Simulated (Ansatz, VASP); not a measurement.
Two plane-wave programs on BeS

File INCAR:

```
  PREC = Accurate
  ENCUT = 600
  EDIFF = 1E-6
  ISMEAR = 0
  SIGMA = 0.1
  LREAL = F
  LASPH = T
  NELM = 120
  ALGO = Normal
  ISIF = 2
  LWAVE = F
  LCHARG = F
  GGA = PS
  NBANDS = 11
  GGA_COMPAT = F
```

The input KPOINTS:

```
Automatic mesh
0
Gamma
  6 6 6
```

POSCAR

```
BeS
1.0
    0.0000000000      2.5975846441      2.5975846441
    2.5975846441      0.0000000000      2.5975846441
    2.5975846441      2.5975846441      0.0000000000
Be S
1 1
Direct
    0.0000000000      0.0000000000      0.0000000000
    0.5000000000      0.5000000000      0.5000000000
```

Input for Ansatz:

```yaml
crystal:
  lattice:
    - [0.0, 2.5975846441, 2.5975846441]
    - [2.5975846441, 0.0, 2.5975846441]
    - [2.5975846441, 2.5975846441, 0.0]
  atoms:
    - { symbol: Be, position: [0.0, 0.0, 0.0] }
    - { symbol: S, position: [0.5, 0.5, 0.5] }
basis:
  ecutwfc: 420
kpoints:
  mp_grid: { grid: [6, 6, 6] }
hamiltonian:
  xc: pbesol
scf:
  occupations: { method: gaussian, width: 0.1 }
output:
  forces: true
  stress: true
  eigenvalues: true
```

Alike in both runs: task single point; functional PBEsol; k mesh 6 × 6 × 6; occupations gaussian, width 0.1 eV; no spin polarisation.

```csv
,VASP,Ansatz
version,VASP 6.6.1,Ansatz 0.2.0
potentials or method,"VASP PAW PBE potentials, release 64 (Be, S), cutoff 600 eV","scalar-relativistic, plane waves, PAW"
valence electrons in the cell,8,8
```

VASP gave:

| Item | Value |
| --- | --- |
| gap on the k mesh at the Fermi level (eV) | 0.68 |
| least direct gap on the mesh (eV) | 2.31 |
| pressure (GPa) | -20.5 |

Task: What did Ansatz give for the same quantities?

Result: gap on the k mesh at the Fermi level (eV): 0.67; least direct gap on the mesh (eV): 2.31; pressure (GPa): -20.5.

VASP's potentials were made for PBE, not for PBEsol.
